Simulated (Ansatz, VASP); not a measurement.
LiF in VASP and in Ansatz

```xyz
4
Lattice="3.1259 0.0000 0.0000 -1.5630 2.7071 0.0000 0.0000 0.0000 4.9019" Properties=species:S:1:pos:R:3 pbc="T T T"
Li    0.0000    1.8047    1.6680
Li    1.5630    0.9024    4.1189
F     0.0000    1.8047    4.8721
F     1.5630    0.9024    2.4212
```

Alike in both runs: task single point; functional PBE; k mesh 9 × 9 × 6; occupations gaussian, width 0.05 eV; no spin polarisation.

|  | VASP | Ansatz |
| --- | --- | --- |
| version | VASP 6.6.1 | Ansatz 0.2.0 |
| potentials or method | VASP PAW PBE potentials, release 64 (Li_sv, F), cutoff 520 eV | scalar-relativistic, plane waves, PAW |
| valence electrons in the cell | 20 | 20 |

VASP gave:

| Item | Value |
| --- | --- |
| gap on the k mesh at the Fermi level (eV) | 7.60 |
| least direct gap on the mesh (eV) | 7.60 |
| rms of the force components (eV/Å) | 0.610 |

Task: Estimate Ansatz's values.

Result: gap on the k mesh at the Fermi level (eV): 7.61; least direct gap on the mesh (eV): 7.61; rms of the force components (eV/Å): 0.581.

Atom by atom the forces differ by 0.030 eV/Å (rms over components).

Noted on VASP's run: the cutoff is under 1.25 times that of the potentials, so the pressure is a little rough.
